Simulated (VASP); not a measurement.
# SiC (Moissanite 3C) (F-43m) in VASP: single point with LDA

Aim: the single point of SiC (Moissanite 3C) with LDA.

Everything below comes from runs of VASP 6.6.1. Logs are shortened: lines on timing, memory, paths and dates and some standing lists are left out, and cuts for length are marked.

## (1) The cell of the first run

Symmetry: F-43m, No. 216, cubic system. Conventional cell: a = 4.358 Å, b = 4.358 Å, c = 4.358 Å, α = 90.00°, β = 90.00°, γ = 90.00°. Si (site symmetry -43m) has 4 C at 1.89 Å within 2.5 Å. C (site symmetry -43m) has 4 Si at 1.89 Å within 2.5 Å.

## (2) Single point, LDA

INCAR

```
PREC     = Accurate       # precision mode
ENCUT    = 520            # plane-wave cutoff, eV
EDIFF    = 1E-7           # SCF threshold, eV
ISMEAR   = 0              # smearing method
SIGMA    = 0.01           # smearing width, eV
LREAL    = False          # projectors in reciprocal space
LASPH    = True           # aspherical terms in the spheres
NELM     = 80             # most SCF steps
ALGO     = Normal         # electronic algorithm
ISIF     = 2              # what is computed and relaxed
LWAVE    = False          # write WAVECAR
LCHARG   = False          # write CHGCAR
GGA      = CA             # functional
NBANDS   = 11             # bands
```

KPOINTS

```
regular mesh
0
Gamma
  4 4 4
```

POSCAR

```
SiC
1.0
    0.0000000000      2.1790000000      2.1790000000
    2.1790000000      0.0000000000      2.1790000000
    2.1790000000      2.1790000000      0.0000000000
Si C
1 1
Direct
    0.0000000000      0.0000000000      0.0000000000
    0.2500000000      0.2500000000      0.2500000000
```

Potentials or basis: VASP PAW LDA potentials, release 64 (Si, C).

Command:

```console
$ cat potpaw_LDA.64/Si/POTCAR potpaw_LDA.64/C/POTCAR > POTCAR
$ mpirun -np 1 vasp_std > vasp.out
```

OUTCAR:

```text
PREC = Accurate
   ENCUT = 520
   EDIFF = 1E-7
   ISMEAR = 0
   LREAL = False
   LASPH = True
   NELM = 80
   ISIF = 2
   GGA = CA

 ion  position               nearest neighbor table
   1  0.000  0.000  0.000-   2 1.89   2 1.89   2 1.89   2 1.89
   2  0.250  0.250  0.250-   1 1.89   1 1.89   1 1.89   1 1.89

  LATTYP: Found a face centered cubic cell.
 ALAT       =     4.3580000000

  Lattice vectors:

 A1 = (   0.0000000000,   2.1790000000,   2.1790000000)
 A2 = (   2.1790000000,   0.0000000000,   2.1790000000)
 A3 = (   2.1790000000,   2.1790000000,   0.0000000000)

Analysis of symmetry for initial positions (statically):
=====================================================================
 Subroutine PRICEL returns:
 Original cell was already a primitive cell.

 Routine SETGRP: Setting up the symmetry group for a
 face centered cubic supercell.

 Subroutine GETGRP returns: Found 24 space group operations
 (whereof 24 operations were pure point group operations)
 out of a pool of 48 trial point group operations.

The static configuration has the point symmetry T_d .

Analysis of symmetry for dynamics (positions and initial velocities):
=====================================================================
 Subroutine PRICEL returns:
 Original cell was already a primitive cell.

 Routine SETGRP: Setting up the symmetry group for a
 face centered cubic supercell.

 Subroutine GETGRP returns: Found 24 space group operations
 (whereof 24 operations were pure point group operations)
 out of a pool of 48 trial point group operations.

The dynamic configuration has the point symmetry T_d .

 Subroutine INISYM returns: Found 24 space group operations
 (whereof 24 operations are pure point group operations),
 and found     1 'primitive' translations

----------------------------------------------------------------------------------------

                                     Primitive cell

  volume of cell :      20.6920

  direct lattice vectors                    reciprocal lattice vectors
     0.000000000  2.179000000  2.179000000    -0.229463056  0.229463056  0.229463056
     2.179000000  0.000000000  2.179000000     0.229463056 -0.229463056  0.229463056
     2.179000000  2.179000000  0.000000000     0.229463056  0.229463056 -0.229463056

  length of vectors
     3.081571352  3.081571352  3.081571352     0.397441672  0.397441672  0.397441672

  position of ions in fractional coordinates (direct lattice)
     0.000000000  0.000000000  0.000000000
     0.250000000  0.250000000  0.250000000

[... 68 lines left out ...]
   TEBEG  =    0.0;   TEEND  =   0.0 temperature during run
   PSTRESS=    0.0 pullay stress
   NELECT =       8.0000    total number of electrons
   NUPDOWN=      -1.0000    fix difference up-down
   EMIN   =  10.00;   EMAX   =-10.00  energy-range for DOS
   EFERMI =   0.00;   METHOD = LEGACY
   ISMEAR =     0;   SIGMA  =   0.01  broadening in eV -4-tet -1-fermi 0-gaus
   EFERMI_NEDOS =   21; number of points for ismear=-14 and -15
   IALGO  =     38    algorithm
   IMIX   =      4    mixing-type and parameters
     AMIX     =   0.40;   BMIX     =  1.00
     AMIX_MAG =   1.60;   BMIX_MAG =  1.00
  volume/ion in A,a.u.               =      10.35        69.82
  Fermi-wavevector in a.u.,A,eV,Ry     =   1.192626  2.253736 19.352338  1.422357
  Thomas-Fermi vector in A             =   2.328660
   LORBIT       =      0    0 simple, 1 ext, 2 COOP (PROOUT), +10 PAW based schemes
   GGA     = CA    functional components
   LHFCALC =     F    Hartree Fock is set to
   AEXX    =    0.0000 exact exchange contribution
   IVDW    =     0    specifies the selected vdW correction
   LEPSILON=     F    determine dielectric tensor
   LRPA    =     F    only Hartree local field effects (RPA)
 non-spin polarized calculation
 Gauss-broadening in eV      SIGMA  =   0.01
  energy-cutoff  :      520.00
  volume of cell :       20.69
 maximum number of plane-waves:       568
 NGX is ok and might be reduce to    24
   NGX = 11   NGY = 11   NGZ = 11

 number of electron       8.0000001 magnetization

 Free energy of the ion-electron system (eV)
  ---------------------------------------------------
  ext. energy  EPLUGINS =         0.00000000
  ---------------------------------------------------
  free energy    TOTEN  =       -16.51017923 eV

  energy without entropy =      -16.51017923  energy(sigma->0) =      -16.51017923

 E-fermi :   8.2123     XC(G=0): -11.5468

 val. band max:        8.1204428877   @ k =   0.0000   0.0000   0.0000
 cond. band min:       9.3692857903   @ k =   0.5000   0.5000   0.0000
 fundamental gap:      1.2488429026
 Fermi energy:         8.2123105407

 k-point     1 :       0.0000    0.0000    0.0000
  band No.  band energies     occupation
      1      -7.2249      2.00000
      2       8.1204      2.00000
      3       8.1204      2.00000
      4       8.1204      2.00000
      5      14.3949      0.00000
      6      15.2595      0.00000
      7      15.2595      0.00000
      8      15.2595      0.00000
      9      22.5290      0.00000
     10      22.5290      0.00000
     11      24.2337      0.00000
[... 85 lines left out ...]
 k-point     8 :      -0.2500    0.5000    0.2500
  band No.  band energies     occupation
      1      -1.8544      2.00000
      2       1.0602      2.00000
      3       3.0720      2.00000
      4       3.3714      2.00000
      5      13.2201      0.00000
      6      17.4354      0.00000
      7      17.4419      0.00000
      8      17.6882      0.00000
      9      22.1151      0.00000
     10      25.3525      0.00000
     11      28.9859      0.00000

------------------------ aborting loop because EDIFF is reached ----------------------------------------

  FORCE on cell =-STRESS in cart. coord.  units (eV):
  Direction    XX          YY          ZZ          XY          YZ          ZX
  --------------------------------------------------------------------------------------
  -------------------------------------------------------------------------------------
  Total       -0.4715238     -0.4715238     -0.4715238      0.0000000      0.0000000      0.0000000
  in kB      -36.5100583    -36.5100583    -36.5100583      0.0000000      0.0000000      0.0000000
  external PRESSURE =     -36.5100583 kB  Pullay stress =       0.0000000 kB

 VOLUME and BASIS-vectors are now :
 -----------------------------------------------------------------------------
  energy-cutoff  :      520.00
  volume of cell :       20.69
      direct lattice vectors                 reciprocal lattice vectors
     0.000000000  2.179000000  2.179000000    -0.229463056  0.229463056  0.229463056
     2.179000000  0.000000000  2.179000000     0.229463056 -0.229463056  0.229463056
     2.179000000  2.179000000  0.000000000     0.229463056  0.229463056 -0.229463056

 POSITION                                       TOTAL-FORCE (eV/Angst)
 -----------------------------------------------------------------------------------
      0.00000      0.00000      0.00000         0.000000     -0.000000      0.000000
      1.08950      1.08950      1.08950        -0.000000      0.000000     -0.000000
 -----------------------------------------------------------------------------------
    total drift:                                0.000000      0.000000      0.000000

  FREE ENERGIE OF THE ION-ELECTRON SYSTEM (eV)
  ---------------------------------------------------
  free  energy   TOTEN  =       -16.5101792304 eV

  energy  without entropy=      -16.5101792304  energy(sigma->0) =      -16.51017923
```

OSZICAR:

```text
N       E                     dE             d eps       ncg     rms          rms(c)
DAV:   1    -0.944690134688E+00   -0.94469E+00   -0.38068E+03   184   0.600E+02
DAV:   2    -0.181313131824E+02   -0.17187E+02   -0.16816E+02   227   0.102E+02
DAV:   3    -0.186194371850E+02   -0.48812E+00   -0.48722E+00   209   0.135E+01
DAV:   4    -0.186216529124E+02   -0.22157E-02   -0.22154E-02   194   0.115E+00
DAV:   5    -0.186216631227E+02   -0.10210E-04   -0.10210E-04   218   0.751E-02    0.913E+00
DAV:   6    -0.166086578999E+02    0.20130E+01   -0.71680E+00   194   0.120E+01    0.404E+00
DAV:   7    -0.165324287192E+02    0.76229E-01   -0.43794E-01   203   0.379E+00    0.180E+00
DAV:   8    -0.165107172162E+02    0.21712E-01   -0.31256E-02   206   0.104E+00    0.180E-01
DAV:   9    -0.165101592740E+02    0.55794E-03   -0.26417E-03   222   0.268E-01    0.102E-01
DAV:  10    -0.165101791869E+02   -0.19913E-04   -0.14839E-04   206   0.795E-02    0.325E-02
DAV:  11    -0.165101795301E+02   -0.34311E-06   -0.56359E-06   223   0.144E-02    0.973E-03
DAV:  12    -0.165101792339E+02    0.29621E-06   -0.78730E-07   209   0.473E-03    0.133E-03
DAV:  13    -0.165101792304E+02    0.34139E-08   -0.16249E-08   115   0.730E-04
   1 F= -.16510179E+02 E0= -.16510179E+02  d E =-.587532E-40
```

stdout:

```text
POSCAR found type information on POSCAR SiC
 POSCAR found :  2 types and       2 ions
 scaLAPACK will be used
 LDA part: xc-table for (Slater(with rela. corr.)+CA(PZ))
 , standard interpolation
 POSCAR, INCAR and KPOINTS ok, starting setup
 FFT: planning ... GRIDC
 FFT: planning ... GRID_SOFT
 FFT: planning ... GRID
 WAVECAR not read
 entering main loop
```

Run time: 5.3 s. Hardware: 1 thread of Intel Xeon 8259CL, shared host; peak memory 0.09 GiB.

What came out:

* Free energy: -16.5102 eV
* Pressure: -3.7 GPa
* Band gap on the k mesh: 1.25 eV, indirect (least direct gap 4.46 eV)

Caveat: the k points lie up to 0.62 Å⁻¹ apart. As with any semilocal functional, this LDA gap is likely too small.
